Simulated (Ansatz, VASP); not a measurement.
## Al3C2: VASP beside Ansatz

```
CELL_PARAMETERS angstrom
3.29023 0.00000 0.00000
-1.64511 2.84942 0.00000
0.00000 0.00000 14.51104
ATOMIC_POSITIONS crystal
Al 0.33333 0.66667 0.97220
Al 0.66667 0.33333 0.47220
Al 0.33333 0.66667 0.52780
Al 0.66667 0.33333 0.02780
Al 0.33333 0.66667 0.75000
Al 0.66667 0.33333 0.25000
C 0.33333 0.66667 0.13985
C 0.66667 0.33333 0.63985
C 0.33333 0.66667 0.36015
C 0.66667 0.33333 0.86015
```

Change from the starting cell: species swapped into the B3Ru2 type (P6_3/mmc, No. 194).

Alike in both runs: task single point; functional PBE; k mesh 6 × 6 × 2; occupations gaussian, width 0.1 eV; no spin polarisation.

|  | VASP | Ansatz |
| --- | --- | --- |
| version | VASP 6.6.1 | Ansatz 0.2.0 |
| potentials or method | VASP PAW PBE potentials, release 64 (Al, C), cutoff 520 eV | scalar-relativistic, plane waves, PAW |
| valence electrons in the cell | 34 | 34 |

```tsv
	VASP	Ansatz	Ansatz less VASP
gap on the k mesh at the Fermi level (eV)	none	none	-
pressure (GPa)	7.4	7.3	-0.06
traceless stress, the component that is largest in VASP (GPa)	-41.88	-41.86	+0.014
rms of the force components (eV/Å)	3.398	3.393	-0.0054
```

Atom by atom the forces differ by 0.005 eV/Å (rms over components). A gap of «none» marks a metal or a gap that the smearing closes.

The k mesh is coarse, so the values compare programs but aren't converged.
